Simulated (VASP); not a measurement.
A run of VASP 6.6.1 is set up as follows.

The input INCAR:

```
SYSTEM = Ta
PREC = Accurate
ENCUT = 500
EDIFF = 1E-6
ISMEAR = -1
SIGMA = 0.1
LREAL = .FALSE.
LASPH = .TRUE.
NELM = 120
ALGO = Normal
ISIF = 2
LWAVE = .FALSE.
LCHARG = .FALSE.
GGA = B5
ALDAX = 1.0
AGGAX = 1.0
AGGAC = 1.0
ALDAC = 0.0
IVDW = 12
VDW_S6 = 1.0
VDW_S8 = 2.6996
VDW_A1 = 0.4298
VDW_A2 = 4.2359
NBANDS = 20
GGA_COMPAT = .FALSE.
```

File KPOINTS:

```
regular mesh
0
G
  13 13 7
  0 0 0
```

Contents of POSCAR:

```
Ta
1.0
    2.8551651658      0.0000000000      0.0000000000
   -1.4275825829      2.4726455656      0.0000000000
    0.0000000000      0.0000000000      5.0841709020
Ta
2
Direct
    0.6666666667      0.3333333333      0.7500000000
    0.3333333333      0.6666666667      0.2500000000
```

Potentials or basis: VASP PAW PBE potentials, release 64 (Ta_sv_GW).

Command:

```bash
$ cat potpaw_PBE.64/Ta_sv_GW/POTCAR > POTCAR
$ mpirun -np 1 vasp_std > vasp.out
```

(1) Predict the pressure.

(2) Estimate the band gap on the k mesh.

(3) Predict the dispersion energy per atom.

Answers

(1) -0.5 GPa.

(2) zero (bands 13 and 14 overlap by 1.91 eV).

(3) -1.645 eV.

Caveat: the dispersion term is far too large for a dense solid, which distorts pressure and volume; the PAW data sets were made with another functional, which shifts forces and pressure a little; spin-orbit coupling is left out, which moves the levels of the heavy elements.
